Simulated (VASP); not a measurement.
# Si: single point with PBEsol

Crystal: Si.

```xyz
4
Lattice="3.8247 0.0000 0.0000 -1.9124 3.3123 0.0000 0.0000 0.0000 6.3248" Properties=species:S:1:pos:R:3 pbc="T T T"
Si    0.0000    2.2082    0.0001
Si    1.9124    1.1041    3.1624
Si    0.0000    2.2082    2.3654
Si    1.9124    1.1041    5.5278
```

- Program: VASP 6.6.1
- Task: single point
- Functional: PBEsol
- Potentials or basis: VASP PAW PBE potentials, release 64 (Si)
- Cutoff: 520 eV
- k mesh: 9 × 9 × 6
- Occupations: gaussian, width 0.01 eV
- Spin: no spin polarisation

```json
{"Pressure": "0.1 GPa", "Band gap on the k mesh": "0.33 eV, indirect (least direct gap 0.97 eV)"}
```

Levels at points of the mesh, in eV from the valence-band top:
```csv
k point,band 6,band 7,band 8,band 9,band 10,band 11
"(0.00, 0.00, 0.00)",-0.36,0.00,0.00,0.97,1.94,1.94
"(0.00, 0.00, 0.50)",-0.94,-0.94,-0.94,1.75,1.75,2.92
```

Wall time 32 s on 1 thread of AMD EPYC 9R45 96-Core Processor (Zen 5), with other jobs on the host, peak memory 0.17 GiB.

Caveat: the PAW data sets were made with another functional, which shifts forces and pressure a little. A k mesh can miss the band edges.
